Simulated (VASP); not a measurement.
# Ge (Fd-3m) in VASP: vibrations by perturbation theory with PBE

Aim: the vibrations by perturbation theory of Ge with PBE.

All numbers are computed with VASP 6.6.1; they aren't measurements. Logs are shortened: lines on timing, memory, paths and dates and some standing lists are left out, and cuts for length are marked.

## Step 1: The cell of the first run

Symmetry: Fd-3m, No. 227, cubic system. Conventional cell: a = 5.763 Å, b = 5.763 Å, c = 5.763 Å, α = 90.00°, β = 90.00°, γ = 90.00°. Ge (site symmetry -43m) has 4 Ge at 2.50 Å within 3.3 Å.

## Step 2: Vibrations by perturbation theory, PBE

File INCAR:

```
PREC = Accurate ; ENCUT = 520
EDIFF = 1E-8 ; ISMEAR = -1
SIGMA = 0.15 ; LREAL = False
LASPH = True ; NELM = 60
ALGO = Normal ; ISIF = 2
LWAVE = False ; LCHARG = False
GGA = PE ; NBANDS = 21
IBRION = 8 ; NSW = 1
```

File KPOINTS:

```
regular mesh
0
Gamma
  20 20 20
```

File POSCAR:

```
Ge
1.0
   -2.0376721920      2.0376721920      2.8817092695
    2.0376721920     -2.0376721920      2.8817092695
    2.0376721920      2.0376721920     -2.8817092695
Ge
2
Direct
    0.2500000000      0.7500000000      0.5000000000
    0.5000000000      0.5000000000      0.0000000000
```

Potentials or basis: VASP PAW PBE potentials, release 64 (Ge_d).

The run is started by

```sh
$ cat potpaw_PBE.64/Ge_d/POTCAR > POTCAR
$ mpirun -np 1 vasp_std > vasp.out
```

OUTCAR:

```text
PREC = Accurate
   ENCUT = 520
   EDIFF = 1E-8
   ISMEAR = -1
   LREAL = False
   LASPH = True
   NELM = 60
   ISIF = 2
   GGA = PE
   IBRION = 8
   NSW = 1

 ion  position               nearest neighbor table
   1  0.250  0.750  0.500-   2 2.50   2 2.50   2 2.50   2 2.50
   2  0.500  0.500  0.000-   1 2.50   1 2.50   1 2.50   1 2.50

  LATTYP: Found a face centered cubic cell.
 ALAT       =     5.7634129191

  Lattice vectors:

 A1 = (   2.0376721920,  -2.0376721920,  -2.8817092695)
 A2 = (   2.0376721920,   2.0376721920,  -2.8817092695)
 A3 = (   4.0753443840,  -0.0000000000,   0.0000000000)

Analysis of symmetry for initial positions (statically):
=====================================================================
 Subroutine PRICEL returns:
 Original cell was already a primitive cell.

 Routine SETGRP: Setting up the symmetry group for a
 face centered cubic supercell.

 Subroutine GETGRP returns: Found 48 space group operations
 (whereof 24 operations were pure point group operations)
 out of a pool of 48 trial point group operations.

The static configuration has the point symmetry T_d .
 The point group associated with its full space group is O_h .

Analysis of symmetry for dynamics (positions and initial velocities):
=====================================================================
 Subroutine PRICEL returns:
 Original cell was already a primitive cell.

 Routine SETGRP: Setting up the symmetry group for a
 face centered cubic supercell.

 Subroutine GETGRP returns: Found 48 space group operations
 (whereof 24 operations were pure point group operations)
 out of a pool of 48 trial point group operations.

The dynamic configuration has the point symmetry T_d .
 The point group associated with its full space group is O_h .

 Subroutine INISYM returns: Found 48 space group operations
 (whereof 24 operations are pure point group operations),
 and found     1 'primitive' translations

----------------------------------------------------------------------------------------

                                     Primitive cell

  volume of cell :      47.8607

  direct lattice vectors                    reciprocal lattice vectors
    -2.037672192  2.037672192  2.881709269     0.000000000  0.245378036  0.173508135
     2.037672192 -2.037672192  2.881709269     0.245378036  0.000000000  0.173508135
     2.037672192  2.037672192 -2.881709269     0.245378036  0.245378036  0.000000000

  length of vectors
     4.075348358  4.075348358  4.075348358     0.300525295  0.300525295  0.347016946

  position of ions in fractional coordinates (direct lattice)
     0.250000000  0.750000000  0.500000000
     0.500000000  0.500000000  0.000000000

  ion indices of the primitive-cell ions
   primitive index   ion index
                 1           1
                 2           2

----------------------------------------------------------------------------------------

 KPOINTS: regular mesh

Automatic generation of k-mesh.
 Grid dimensions read from file:
 generate k-points for:   20   20   20

 Generating k-lattice:

  Cartesian coordinates                     Fractional coordinates (reciprocal lattice)
     0.000000000  0.012268902  0.008675407     0.050000000 -0.000000000  0.000000000
     0.012268902  0.000000000  0.008675407    -0.000000000  0.050000000  0.000000000
     0.012268902  0.012268902  0.000000000     0.000000000  0.000000000  0.050000000

  Length of vectors
     0.015026265  0.015026265  0.017350847

[... 71 lines left out ...]
   IMIX   =      4    mixing-type and parameters
     AMIX     =   0.40;   BMIX     =  1.00
     AMIX_MAG =   1.60;   BMIX_MAG =  1.00
  volume/ion in A,a.u.               =      23.93       161.49
  Fermi-wavevector in a.u.,A,eV,Ry     =   1.369203  2.587419 25.507079  1.874717
  Thomas-Fermi vector in A             =   2.495099
   LORBIT       =      0    0 simple, 1 ext, 2 COOP (PROOUT), +10 PAW based schemes
   GGA     = PE    functional components
   LHFCALC =     F    Hartree Fock is set to
   AEXX    =    0.0000 exact exchange contribution
   IVDW    =     0    specifies the selected vdW correction
   LEPSILON=     F    determine dielectric tensor
   LRPA    =     F    only Hartree local field effects (RPA)
 non-spin polarized calculation
  energy-cutoff  :      520.00
  volume of cell :       47.86
 maximum number of plane-waves:      1309
   NGX = 15   NGY = 15   NGZ = 15

--------------------------------------- Ionic step        1  -------------------------------------------

 number of electron      27.9999979 magnetization

 Free energy of the ion-electron system (eV)
  ---------------------------------------------------
  ext. energy  EPLUGINS =         0.00000000
  ---------------------------------------------------
  free energy    TOTEN  =        -9.04005949 eV

  energy without entropy =       -9.03184854  energy(sigma->0) =       -9.03595402

 E-fermi :   4.5310     XC(G=0):  -9.6659

 val. band max:        4.5066436021   @ k =   0.4500   0.0000   0.0000
 cond. band min:       4.5671178827   @ k =   0.4000   0.0000   0.0000
 fundamental gap:      0.0604742807
 Fermi energy:         4.5309579115

 k-point     1 :       0.0000    0.0000    0.0000
  band No.  band energies     occupation
      1     -20.2797      2.00000
      2     -20.2797      2.00000
      3     -20.2797      2.00000
      4     -20.2476      2.00000
      5     -20.2476      2.00000
      6     -20.0652      2.00000
[... 565 lines left out ...]
     20      13.1161      0.00000
     21      13.8035      0.00000

 [... further k-points ...]

------------------------ aborting loop because EDIFF is reached ----------------------------------------

  FORCE on cell =-STRESS in cart. coord.  units (eV):
  Direction    XX          YY          ZZ          XY          YZ          ZX
  --------------------------------------------------------------------------------------
  -------------------------------------------------------------------------------------
  Total       -0.0147980     -0.0147980     -0.0147980     -0.0000000     -0.0000000     -0.0000000
  in kB       -0.4953743     -0.4953743     -0.4953763     -0.0000000     -0.0000000     -0.0000000
  external PRESSURE =      -0.4953750 kB  Pullay stress =       0.0000000 kB

 VOLUME and BASIS-vectors are now :
 -----------------------------------------------------------------------------
  energy-cutoff  :      520.00
  volume of cell :       47.86
      direct lattice vectors                 reciprocal lattice vectors
    -2.037672192  2.037672192  2.881709269     0.000000000  0.245378036  0.173508135
     2.037672192 -2.037672192  2.881709269     0.245378036  0.000000000  0.173508135
     2.037672192  2.037672192 -2.881709269     0.245378036  0.245378036  0.000000000

 POSITION                                       TOTAL-FORCE (eV/Angst)
 -----------------------------------------------------------------------------------
      2.03767      0.00000      1.44085        -0.000000      0.000000      0.000000
      0.00000      0.00000      2.88171         0.000000     -0.000000     -0.000000
 -----------------------------------------------------------------------------------
    total drift:                                0.000000     -0.000000      0.000000

  FREE ENERGIE OF THE ION-ELECTRON SYSTEM (eV)
  ---------------------------------------------------
  free  energy   TOTEN  =        -9.0400594945 eV

  energy  without entropy=       -9.0318485395  energy(sigma->0) =       -9.03595402

[... ionic steps 2 to 3 ...]

--------------------------------------- Ionic step        4  -------------------------------------------

 Free energy of the ion-electron system (eV)
  ---------------------------------------------------
  ---------------------------------------------------
  free energy    TOTEN  =        -0.19369214 eV

  energy without entropy =       -0.19369214

------------------------ aborting loop because EDIFF is reached ----------------------------------------

 INTERNAL STRAIN TENSOR  FOR ION    1  DIRECTION 1   (eV/Angst):
 -----------------------------------------------------------------------------
     0.00113  0.00000  7.13765
     0.00000  0.00066  0.00000
     7.11615  0.00000 -0.00022

 INTERNAL STRAIN TENSOR FOR ION    2 for displacements in x,y,z  (eV/Angst):
          X           Y           Z          XY          YZ          ZX
  --------------------------------------------------------------------------------
  x    -0.00000    -0.00000     0.00000     0.00000     0.00000    -7.12705
  y     0.00000    -0.00000     0.00000     0.00000     7.12705     0.00000
  z    -7.12705     7.12705    -0.00000     0.00000     0.00000     0.00000

 SECOND DERIVATIVES (NOT SYMMETRIZED)
 ------------------------------------
               1X          1Y          1Z          2X          2Y          2Z
  1X    -9.892072    0.000000   -0.000000    9.892072    0.000000    0.000000
  1Y     0.000000   -9.892072    0.000000    0.000000    9.892072   -0.000000
  1Z     0.000000   -0.000000   -9.892111   -0.000000    0.000000    9.892111
  2X     9.892072    0.000000    0.000000   -9.892072    0.000000   -0.000000
  2Y     0.000000    9.892072   -0.000000    0.000000   -9.892072    0.000000
  2Z    -0.000000    0.000000    9.892111    0.000000   -0.000000   -9.892111

 Eigenvectors and eigenvalues of the dynamical matrix
 ----------------------------------------------------

   1 f  =    8.160410 THz    51.273369 2PiTHz  272.201982 cm-1    33.748729 meV
             X         Y         Z           dx          dy          dz
      2.037672  0.000000  1.440855    -0.000000    0.000000    0.707107
      0.000000  0.000000  2.881709     0.000000    0.000000   -0.707107
[... 16 lines left out ...]
   5 f  =    0.000000 THz     0.000000 2PiTHz    0.000000 cm-1     0.000000 meV
             X         Y         Z           dx          dy          dz
      2.037672  0.000000  1.440855    -0.000000    0.000000    0.707107
      0.000000  0.000000  2.881709     0.000000    0.000000    0.707107

   6 f/i=    0.000000 THz     0.000000 2PiTHz    0.000000 cm-1     0.000000 meV
             X         Y         Z           dx          dy          dz
      2.037672  0.000000  1.440855    -0.038078   -0.706081    0.000000
      0.000000  0.000000  2.881709    -0.038078   -0.706081    0.000000

--------------------------------------------------------------------------------------------------------

 ELASTIC MODULI CONTR FROM IONIC RELAXATION (kBar)
 Direction    XX          YY          ZZ          XY          YZ          ZX
 --------------------------------------------------------------------------------
 XX        -171.8949    171.8949     -0.0000      0.0000      0.0000     -0.0000
 YY         171.8949   -171.8949      0.0000     -0.0000     -0.0000     -0.0000
 ZZ          -0.0000      0.0000     -0.0000     -0.0000     -0.0000      0.0000
 XY           0.0000     -0.0000     -0.0000     -0.0000     -0.0000      0.0000
 YZ           0.0000     -0.0000     -0.0000     -0.0000   -171.8956      0.0000
 ZX          -0.0000     -0.0000      0.0000      0.0000      0.0000   -171.8956
 --------------------------------------------------------------------------------
```

Run time: 41 min. Hardware: 1 thread of Intel Xeon 6975P-C (Granite Rapids), shared host; peak memory 3.4 GiB.

Results:

| Quantity | Value |
| --- | --- |
| Highest phonon frequency at Γ | 272 cm⁻¹ |

Phonon frequencies in cm⁻¹ (negative: imaginary):
```tsv
q point	frequencies
(0.000, 0.000, 0.000)	0 0 0 272 272 272
```
